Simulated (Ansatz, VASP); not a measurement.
CdS in VASP and in Ansatz

```xyz
2
Lattice="0.0000 2.9232 2.9232 2.9232 0.0000 2.9232 2.9232 2.9232 0.0000" Properties=species:S:1:pos:R:3 pbc="T T T"
Cd    0.0000    0.0000    0.0000
S     4.3848    4.3848    4.3848
```

Change from the starting cell: volume scaled by 0.98, crystal datasets.

Alike in both runs: task electric field gradients; functional PBEsol; k mesh 7 × 7 × 7; occupations fermi-dirac, width 0.02 eV; no spin polarisation.

|  | VASP | Ansatz |
| --- | --- | --- |
| version | VASP 6.6.1 | Ansatz 0.2.0 |
| potentials or method | VASP PAW PBE potentials, release 64 (Cd, S), cutoff 520 eV | all-electron PAW with datasets made for the crystal, scalar-relativistic |

Ansatz gave:

| Item | Value |
| --- | --- |
| gap on the k mesh at the Fermi level (eV) | 0.99 |
| pressure (GPa) | -0.7 |

Question: Which values does VASP return?

Answer: gap on the k mesh at the Fermi level (eV): 0.99; pressure (GPa): -0.3.

VASP's potentials were made for PBE, not for PBEsol. Ansatz ran all-electron here, and VASP with PAW potentials.
